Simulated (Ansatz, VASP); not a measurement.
Ba: VASP beside Ansatz

POSCAR

```
Ba
1.0
    3.9177175405      0.0000000000      0.0000000000
    0.0000000000      3.9177175405      0.0000000000
    0.0000000000      0.0000000000      3.6043001373
Ba
1
Direct
    0.0000000000      0.0000000000      0.0000000000
```

The input INCAR.step1:

```
PREC = Accurate
ENCUT = 520
ISMEAR = 0
SIGMA = 0.15
LREAL = False
LASPH = True
NELM = 60
NBANDS = 11
GGA = PE
ALGO = Normal
EDIFF = 1E-4
LWAVE = True
LCHARG = False
```

Contents of INCAR.step2:

```
PREC = Accurate
ENCUT = 520
EDIFF = 1E-6
ISMEAR = 0
SIGMA = 0.15
LREAL = False
LASPH = True
NELM = 60
ALGO = Normal
ISIF = 2
LWAVE = False
LCHARG = False
METAGGA = R2SCAN
LMIXTAU = True
NBANDS = 11
ISTART = 1
```

KPOINTS

```
Automatic mesh
0
Gamma
  12 12 12
```

Input for Ansatz:

```yaml
crystal:
  lattice:
    - [3.9177175405, 0.0, 0.0]
    - [0.0, 3.9177175405, 0.0]
    - [0.0, 0.0, 3.6043001373]
  atoms:
    - { symbol: Ba, position: [0.0, 0.0, 0.0] }
basis:
  ecutwfc: 500
kpoints:
  mp_grid: { grid: [12, 12, 12] }
hamiltonian:
  xc: r2scan
scf:
  occupations: { method: gaussian, width: 0.15 }
output:
  forces: true
  stress: true
  eigenvalues: true
```

Change from the starting cell: strain +0.000 along x and y, -0.080 along z, atoms carried along.

Alike in both runs: task single point; functional r2SCAN; k mesh 12 × 12 × 12; occupations gaussian, width 0.15 eV; no spin polarisation.

```csv
,VASP,Ansatz
version,VASP 6.6.1,Ansatz 0.2.0
potentials or method,"VASP PAW PBE potentials, release 64 (Ba_sv), cutoff 520 eV","scalar-relativistic, plane waves, PAW"
valence electrons in the cell,10,10
```

Ansatz gave:

```
gap on the k mesh at the Fermi level (eV)                     : none
pressure (GPa)                                                : 0.7
traceless stress, the component that is largest in VASP (GPa) : 2.19
```

Task: Estimate VASP's values.

Result: gap on the k mesh at the Fermi level (eV): none; pressure (GPa): 1.0; traceless stress, the component that is largest in VASP (GPa): 2.34.

VASP's potentials were made for PBE, not for r2SCAN. A gap of «none» marks a metal or a gap that the smearing closes. The functional is the same, so the differences come from potentials, cutoffs and numerics.

Spin-orbit coupling is off throughout.
